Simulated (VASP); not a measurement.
# GdTiF2 (P-4m2) in VASP: single point with PBE

Aim: the single point of GdTiF2 with PBE.

Program: VASP 6.6.1. These are calculated values, not measurements. Logs are shortened: lines on timing, memory, paths and dates and some standing lists are left out, and cuts for length are marked.

## 1. The cell of the first run

It takes space group P-4m2 (No. 115, tetragonal). The conventional cell has a = 3.731 Å, b = 3.731 Å, c = 5.189 Å, α = 90.00°, β = 90.00°, γ = 90.00°. Gd (site symmetry -4m2) has 4 F at 2.58 Å within 3.4 Å. Ti (site symmetry -4m2) has 4 F at 2.04 Å within 2.7 Å. Within 2.7 Å of F (site symmetry 2mm) lie 2 Ti at 2.04 Å and 2 Gd at 2.58 Å.

The cell was built from a structure type or drawn by symmetry, and may not be a known phase.

## 2. Single point, PBE, collinear spin, ferromagnetic start

INCAR reads:

```
PREC = Accurate ; ENCUT = 520
EDIFF = 1E-6 ; ISMEAR = 0
SIGMA = 0.1 ; LREAL = F
LASPH = T ; NELM = 150
ALGO = Normal ; ISIF = 2
LWAVE = F ; LCHARG = F
ISPIN = 2 ; MAGMOM = -7 -1 0 0
LORBIT = 11 ; LMAXMIX = 6
GGA = PE ; NBANDS = 34
```

KPOINTS reads:

```
regular mesh
0
Gamma
  4 4 4
```

POSCAR reads:

```
GdTiF2
1.0
    3.7308389275      0.0000000000      0.0000000000
    0.0000000000      3.7308389275      0.0000000000
    0.0000000000      0.0000000000      5.1892101027
Gd Ti F
1 1 2
Direct
    0.5000000000      0.5000000000      0.0000000000
    0.0000000000      0.0000000000      0.5000000000
    0.5000000000      0.0000000000      0.6573565895
    0.0000000000      0.5000000000      0.3426434105
```

Potentials or basis: VASP PAW PBE potentials, release 64 (Gd, Ti_sv, F).

The run is started by

```
$ cat potpaw_PBE.64/Gd/POTCAR potpaw_PBE.64/Ti_sv/POTCAR potpaw_PBE.64/F/POTCAR > POTCAR
$ mpirun -np 1 vasp_std > vasp.out
```

OUTCAR:

```text
PREC = Accurate
   ENCUT = 520
   EDIFF = 1E-6
   ISMEAR = 0
   LREAL = F
   LASPH = T
   NELM = 150
   ISIF = 2
   ISPIN = 2
   LORBIT = 11
   GGA = PE

 ion  position               nearest neighbor table
   1  0.500  0.500  0.000-   3 2.58   4 2.58   3 2.58   4 2.58
   2  0.000  0.000  0.500-   3 2.04   4 2.04   4 2.04   3 2.04
   3  0.500  0.000  0.657-   2 2.04   2 2.04   1 2.58   1 2.58
   4  0.000  0.500  0.343-   2 2.04   2 2.04   1 2.58   1 2.58

  LATTYP: Found a simple tetragonal cell.
 ALAT       =     3.7308389275
 C/A-ratio  =     1.3908963114

  Lattice vectors:

 A1 = (   3.7308389275,   0.0000000000,   0.0000000000)
 A2 = (   0.0000000000,   3.7308389275,   0.0000000000)
 A3 = (   0.0000000000,   0.0000000000,   5.1892101027)

Analysis of symmetry for initial positions (statically):
=====================================================================
 Subroutine PRICEL returns:
 Original cell was already a primitive cell.

 Routine SETGRP: Setting up the symmetry group for a
 simple tetragonal supercell.

 Subroutine GETGRP returns: Found  8 space group operations
 (whereof  8 operations were pure point group operations)
 out of a pool of 16 trial point group operations.

The static configuration has the point symmetry D_2d.

Analysis of symmetry for dynamics (positions and initial velocities):
=====================================================================
 Subroutine PRICEL returns:
 Original cell was already a primitive cell.

 Routine SETGRP: Setting up the symmetry group for a
 simple tetragonal supercell.

 Subroutine GETGRP returns: Found  8 space group operations
 (whereof  8 operations were pure point group operations)
 out of a pool of 16 trial point group operations.

The dynamic configuration has the point symmetry D_2d.

Analysis of structural, dynamic, and magnetic symmetry:
=====================================================================
 Subroutine PRICEL returns:
 Original cell was already a primitive cell.

 Routine SETGRP: Setting up the symmetry group for a
 simple tetragonal supercell.

 Subroutine GETGRP returns: Found  8 space group operations
 (whereof  8 operations were pure point group operations)
 out of a pool of 16 trial point group operations.

The overall configuration has the point symmetry D_2d.

 Subroutine INISYM returns: Found  8 space group operations
 (whereof  8 operations are pure point group operations),
 and found     1 'primitive' translations

----------------------------------------------------------------------------------------

                                     Primitive cell

  volume of cell :      72.2294

  direct lattice vectors                    reciprocal lattice vectors
     3.730838927  0.000000000  0.000000000     0.268036230  0.000000000  0.000000000
     0.000000000  3.730838927  0.000000000     0.000000000  0.268036230  0.000000000
     0.000000000  0.000000000  5.189210103     0.000000000  0.000000000  0.192707557

  length of vectors
     3.730838927  3.730838927  5.189210103     0.268036230  0.268036230  0.192707557

  position of ions in fractional coordinates (direct lattice)
     0.500000000  0.500000000  0.000000000
     0.000000000  0.000000000  0.500000000
     0.500000000  0.000000000  0.657356589
     0.000000000  0.500000000  0.342643411

  ion indices of the primitive-cell ions
   primitive index   ion index
                 1           1
                 2           2
                 3           3
                 4           4

----------------------------------------------------------------------------------------

 KPOINTS: regular mesh

Automatic generation of k-mesh.
 Grid dimensions read from file:
 generate k-points for:    4    4    4

 Generating k-lattice:

  Cartesian coordinates                     Fractional coordinates (reciprocal lattice)
     0.067009057  0.000000000  0.000000000     0.250000000  0.000000000  0.000000000
     0.000000000  0.067009057  0.000000000     0.000000000  0.250000000  0.000000000
     0.000000000  0.000000000  0.048176889     0.000000000  0.000000000  0.250000000

  Length of vectors
     0.067009057  0.067009057  0.048176889

  Shift w.r.t. Gamma in fractional coordinates (k-lattice)
     0.000000000  0.000000000  0.000000000

 Subroutine IBZKPT returns following result:
 ===========================================

 Found     18 irreducible k-points:

 Following reciprocal coordinates:
            Coordinates               Weight
  0.000000  0.000000  0.000000      1.000000
  0.250000  0.000000  0.000000      4.000000
  0.500000  0.000000  0.000000      2.000000
  0.250000  0.250000  0.000000      4.000000
  0.500000  0.250000  0.000000      4.000000
  0.500000  0.500000  0.000000      1.000000
[... 10 lines left out ...]
  0.500000  0.250000  0.500000      4.000000
  0.500000  0.500000  0.500000      1.000000
   k-points           NKPTS =     18   k-points in BZ     NKDIM =     18   number of bands    NBANDS=     34
   number of dos      NEDOS =    301   number of ions     NIONS =      4
   total plane-waves  NPLWV =  31360
   dimension x,y,z NGX =    28 NGY =   28 NGZ =   40
   dimension x,y,z NGXF=    56 NGYF=   56 NGZF=   80
   ions per type =               1   1   2
   NGX,Y,Z   is equivalent  to a cutoff of  12.48, 12.48, 12.81 a.u.
   NGXF,Y,Z  is equivalent  to a cutoff of  24.95, 24.95, 25.63 a.u.
 SYSTEM =  unknown system
   PREC   = accura    normal or accurate (medium, high low for compatibility)
   ISTART =      0    job   : 0-new  1-cont  2-samecut
   ICHARG =      2    charge: 1-file 2-atom 10-const
   ISPIN  =      2    spin polarized calculation?
   LNONCOLLINEAR =      F non collinear calculations
   LSORBIT =      F    spin-orbit coupling
   LASPH  =      T    aspherical Exc in radial PAW
   ENCUT  =  520.0 eV  38.22 Ry    6.18 a.u.   6.94  6.94  9.65*2*pi/ulx,y,z
   NELM   =    150;   NELMIN=  2; NELMDL= -5     # of ELM steps
   EDIFF  = 0.1E-05   stopping-criterion for ELM
   LREAL  =      F    real-space projection
   EDIFFG = 0.1E-04   stopping-criterion for IOM
   NSW    =      0    number of steps for IOM
   IBRION =     -1    ionic relax: 0-MD 1-quasi-New 2-CG
   NFREE  =      0    steps in history (QN), initial steepest desc. (CG)
   ISIF   =      2    stress and relaxation
   ISYM   =      2    0-nonsym 1-usesym 2-fastsym
   POTIM  = 0.5000    time-step for ionic-motion
   TEBEG  =    0.0;   TEEND  =   0.0 temperature during run
   PSTRESS=    0.0 pullay stress
   NELECT =      44.0000    total number of electrons
   NUPDOWN=      -1.0000    fix difference up-down
   EMIN   =  10.00;   EMAX   =-10.00  energy-range for DOS
   EFERMI =   0.00;   METHOD = LEGACY
   ISMEAR =     0;   SIGMA  =   0.10  broadening in eV -4-tet -1-fermi 0-gaus
   EFERMI_NEDOS =   21; number of points for ismear=-14 and -15
   IALGO  =     38    algorithm
   IMIX   =      4    mixing-type and parameters
     AMIX     =   0.40;   BMIX     =  1.00
     AMIX_MAG =   1.60;   BMIX_MAG =  1.00
  volume/ion in A,a.u.               =      18.06       121.86
  Fermi-wavevector in a.u.,A,eV,Ry     =   1.387781  2.622526 26.203956  1.925936
  Thomas-Fermi vector in A             =   2.511970
   LORBIT       =     11    0 simple, 1 ext, 2 COOP (PROOUT), +10 PAW based schemes
   GGA     = PE    functional components
   LHFCALC =     F    Hartree Fock is set to
   AEXX    =    0.0000 exact exchange contribution
   IVDW    =     0    specifies the selected vdW correction
   LEPSILON=     F    determine dielectric tensor
   LRPA    =     F    only Hartree local field effects (RPA)
 spin polarized calculation
 Gauss-broadening in eV      SIGMA  =   0.10
  energy-cutoff  :      520.00
  volume of cell :       72.23
 maximum number of plane-waves:      1966
 NGX is ok and might be reduce to    28
   NGX = 13   NGY = 13   NGZ = 19

 number of electron      43.9999970 magnetization      -7.0836525

 Free energy of the ion-electron system (eV)
  ---------------------------------------------------
  ext. energy  EPLUGINS =         0.00000000
  ---------------------------------------------------
  free energy    TOTEN  =       -30.72803556 eV

  energy without entropy =      -30.70735221  energy(sigma->0) =      -30.71769388

 E-fermi :   4.9406     XC(G=0): -10.0803

 val. band max:        4.9348929085   @ k =   0.0000   0.0000   0.0000
 cond. band min:       4.9545342576   @ k =   0.0000   0.0000   0.2500
 fundamental gap:      0.0196413491
 Fermi energy:         4.9405727638

 spin component 1

 k-point     1 :       0.0000    0.0000    0.0000
  band No.  band energies     occupation
      1     -53.2233      1.00000
      2     -37.5717      1.00000
      3     -29.6416      1.00000
      4     -29.6416      1.00000
      5     -29.3169      1.00000
      6     -22.1483      1.00000
[... 26 lines left out ...]
     33       9.1538      0.00000
     34       9.7030      0.00000

 k-point     2 :       0.2500    0.0000    0.0000
  band No.  band energies     occupation
      1     -53.2216      1.00000
      2     -37.5627      1.00000
      3     -29.7243      1.00000
      4     -29.6399      1.00000
      5     -29.3017      1.00000
      6     -22.0986      1.00000
[... 26 lines left out ...]
     33       8.8906      0.00000
     34       9.2112      0.00000
[... 553 lines left out ...]
     33       8.7944      0.00000
     34      10.3479      0.00000

 k-point    18 :       0.5000    0.5000    0.5000
  band No.  band energies     occupation
      1     -53.2165      1.00000
      2     -37.5355      1.00000
      3     -29.7973      1.00000
      4     -29.7973      1.00000
      5     -29.2644      1.00000
      6     -21.8364      1.00000
[... 26 lines left out ...]
     33      10.9082      0.00000
     34      11.7278      0.00000
 Fermi energy:         4.9405727638

 spin component 2

 k-point     1 :       0.0000    0.0000    0.0000
  band No.  band energies     occupation
      1     -53.1280      1.00000
      2     -40.6947      1.00000
      3     -29.6167      1.00000
      4     -29.6167      1.00000
      5     -29.0843      1.00000
      6     -22.1607      1.00000
[... 26 lines left out ...]
     33       8.1992      0.00000
     34       8.7231      0.00000

 k-point     2 :       0.2500    0.0000    0.0000
  band No.  band energies     occupation
      1     -53.1263      1.00000
      2     -40.6878      1.00000
      3     -29.6996      1.00000
      4     -29.6150      1.00000
      5     -29.0688      1.00000
      6     -22.1192      1.00000
[... 26 lines left out ...]
     33       7.8780      0.00000
     34       8.2500      0.00000
[... 553 lines left out ...]
     33       8.0097      0.00000
     34       9.6165      0.00000

 k-point    18 :       0.5000    0.5000    0.5000
  band No.  band energies     occupation
      1     -53.1211      1.00000
      2     -40.6670      1.00000
      3     -29.7734      1.00000
      4     -29.7734      1.00000
      5     -29.0286      1.00000
      6     -21.8649      1.00000
[... 26 lines left out ...]
     33       9.7829      0.00000
     34      11.1385      0.00000

------------------------ aborting loop because EDIFF is reached ----------------------------------------

  FORCE on cell =-STRESS in cart. coord.  units (eV):
  Direction    XX          YY          ZZ          XY          YZ          ZX
  --------------------------------------------------------------------------------------
  -------------------------------------------------------------------------------------
  Total       -0.5568499     -0.5568499     -0.2133384      0.0000000     -0.0000000      0.0000000
  in kB      -12.3519211    -12.3519211     -4.7322258      0.0000000     -0.0000000      0.0000000
  external PRESSURE =      -9.8120226 kB  Pullay stress =       0.0000000 kB

 VOLUME and BASIS-vectors are now :
 -----------------------------------------------------------------------------
  energy-cutoff  :      520.00
  volume of cell :       72.23
      direct lattice vectors                 reciprocal lattice vectors
     3.730838927  0.000000000  0.000000000     0.268036230  0.000000000  0.000000000
     0.000000000  3.730838927  0.000000000     0.000000000  0.268036230  0.000000000
     0.000000000  0.000000000  5.189210103     0.000000000  0.000000000  0.192707557

 POSITION                                       TOTAL-FORCE (eV/Angst)
 -----------------------------------------------------------------------------------
      1.86542      1.86542      0.00000         0.000000     -0.000000     -0.000000
      0.00000      0.00000      2.59461        -0.000000      0.000000     -0.000000
      1.86542      0.00000      3.41116        -0.000000      0.000000      0.124350
      0.00000      1.86542      1.77805        -0.000000      0.000000     -0.124350
 -----------------------------------------------------------------------------------
    total drift:                                0.000000      0.000000     -0.000000

  FREE ENERGIE OF THE ION-ELECTRON SYSTEM (eV)
  ---------------------------------------------------
  free  energy   TOTEN  =       -30.7280355632 eV

  energy  without entropy=      -30.7073522061  energy(sigma->0) =      -30.71769388

 total charge

# of ion       s       p       d       f       tot
--------------------------------------------------
    1        2.032   5.596   0.448   7.102  15.178
    2        2.139   6.098   1.903   0.000  10.139
    3        1.743   4.365   0.000   0.000   6.108
    4        1.743   4.365   0.000   0.000   6.108
--------------------------------------------------
tot          7.657  20.423   2.351   7.102  37.533

 magnetization (x)

# of ion       s       p       d       f       tot
--------------------------------------------------
    1       -0.001   0.076  -0.131  -6.712  -6.768
    2        0.004  -0.001   0.100   0.000   0.103
    3       -0.001  -0.002   0.000   0.000  -0.003
    4       -0.001  -0.002   0.000   0.000  -0.003
--------------------------------------------------
tot          0.001   0.071  -0.030  -6.712  -6.670
```

Wall time 6.2 min (1 thread of Oxide Virtual Turin-like, shared host); peak memory 0.23 GiB.

Results:

```yaml
Free_energy: -30.7280 eV
Pressure: -1.0 GPa
Largest_force: 0.124 eV/Å
Net_moment: -7.08 μB per cell
Site_moments: Gd -6.77; Ti +0.10; F -0.00 μB
Valence_electrons_inside_the_program's_atomic_spheres: Gd 15.18; Ti 10.14; F 6.11
```

Forces in eV/Å, atoms in the order of the input:
```
Gd   0.000  0.000  0.000
Ti   0.000  0.000  0.000
F    0.000  0.000  0.124
F    0.000  0.000 -0.124
```

Stress tensor (GPa, compression positive):
```
-1.24  0.00  0.00
 0.00 -1.24  0.00
 0.00  0.00 -0.47
```

Caveat: the k points lie up to 0.42 Å⁻¹ apart; spin-orbit coupling is left out, which moves the levels of the heavy elements; a cell with one magnetic atom can't hold antiferromagnetic order, which such compounds often take; semilocal functionals describe open f shells poorly, which spoils levels, moments and volumes.
